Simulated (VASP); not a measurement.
Wanted: the native input for a VASP 6.6.1 run.

- Task: single point
- Functional: LDA
- Potentials or basis: VASP PAW LDA potentials, release 64 (Nb_sv)
- Cutoff: 500 eV
- k mesh: 8 × 8 × 8
- Occupations: fermi-dirac, width 0.05 eV
- Spin: non-collinear spin, zero start, spin-orbit coupling
- Starting moments: [[0.0, 0.0, 0.0]] μB
- Dipole correction: no
- Further INCAR settings: ALGO = Normal; EDIFF = 1e-06; NBANDS = 24

The structure of Nb lies in POSCAR:

```
Nb
1.0
   -1.6639500000      1.6639500000      1.6639500000
    1.6639500000     -1.6639500000      1.6639500000
    1.6639500000      1.6639500000     -1.6639500000
Nb
1
Direct
    0.0000000000      0.0000000000      0.0000000000
```

These files were run (other wordings do the same):

INCAR

```
SYSTEM = Nb
ALGO = Normal
EDIFF = 1E-6
ENCUT = 500
GGA = CA
GGA_COMPAT = .False.
ISIF = 2
ISMEAR = -1
LASPH = .True.
LCHARG = .False.
LMAXMIX = 4
LORBIT = 11
LORBMOM = .True.
LREAL = .False.
LSORBIT = .True.
LWAVE = .False.
MAGMOM = 0 0 0
NBANDS = 24
NELM = 200
PREC = Accurate
SIGMA = 0.05
```

KPOINTS

```
k-points
0
Gamma
  8 8 8
  0 0 0
```

Potentials or basis: VASP PAW LDA potentials, release 64 (Nb_sv).

Run with:

```console
$ cat potpaw_LDA.64/Nb_sv/POTCAR > POTCAR
$ mpirun -np 1 vasp_ncl > vasp.out
```

It gave:

```json
{
  "Pressure": "-12.0 GPa",
  "Net moment": "0.00 μB per cell",
  "Valence electrons inside the program's atomic spheres": "Nb 10.71"
}
```

Caveat: the cell stands under tension.

Run time: 28 s on 1 thread of Intel Xeon 8259CL, on a shared host, peak memory 0.18 GiB.
